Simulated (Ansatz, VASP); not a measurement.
# Ti in VASP and in Ansatz

The input INCAR:

```
PREC = Accurate
ENCUT = 520
EDIFF = 1E-6
ISMEAR = 0
SIGMA = 0.15
LREAL = False
LASPH = True
NELM = 100
ALGO = Normal
ISIF = 2
LWAVE = False
LCHARG = True
LELF = True
LVHAR = True
NBANDS = 12
```

File KPOINTS:

```
Automatic mesh
0
Gamma
  22 22 22
```

The input POSCAR:

```
Ti
1.0
    0.0000000000      1.9734833199      1.9734833199
    1.9734833199      0.0000000000      1.9734833199
    1.9734833199      1.9734833199      0.0000000000
Ti
1
Direct
    0.0000000000      0.0000000000      0.0000000000
```

Input for Ansatz:

```yaml
crystal:
  lattice:
    - [0.0, 1.9734833199, 1.9734833199]
    - [1.9734833199, 0.0, 1.9734833199]
    - [1.9734833199, 1.9734833199, 0.0]
  atoms:
    - { symbol: Ti, position: [0.0, 0.0, 0.0] }
basis:
  ecutwfc: 520.0
kpoints:
  mp_grid: { grid: [22, 22, 22] }
hamiltonian:
  xc: lda
  pseudopotentials: { kind: paw, azcp: { folder: soft_1 } }
scf:
  occupations: { method: gaussian, width: 0.15 }
output:
  forces: true
  stress: true
  eigenvalues: true
```

Alike in both runs: task single point; functional LDA; k mesh 22 × 22 × 22; occupations gaussian, width 0.15 eV; no spin polarisation.

```csv
,VASP,Ansatz
version,VASP 6.6.1,Ansatz 0.2.0
potentials or method,"VASP PAW LDA potentials, release 64 (Ti_sv), cutoff 520 eV","scalar-relativistic, plane waves, PAW"
valence electrons in the cell,12,12
```

```tsv
	VASP	Ansatz	Ansatz less VASP
gap on the k mesh at the Fermi level (eV)	none	none	-
pressure (GPa)	5.3	5.5	+0.20
```

Ansatz warns that its potentials were made for another functional, while VASP's fit it. LDA's correlation is that of Perdew and Zunger in VASP and of Perdew and Wang (1992) in Ansatz. A gap of «none» marks a metal or a gap that the smearing closes.
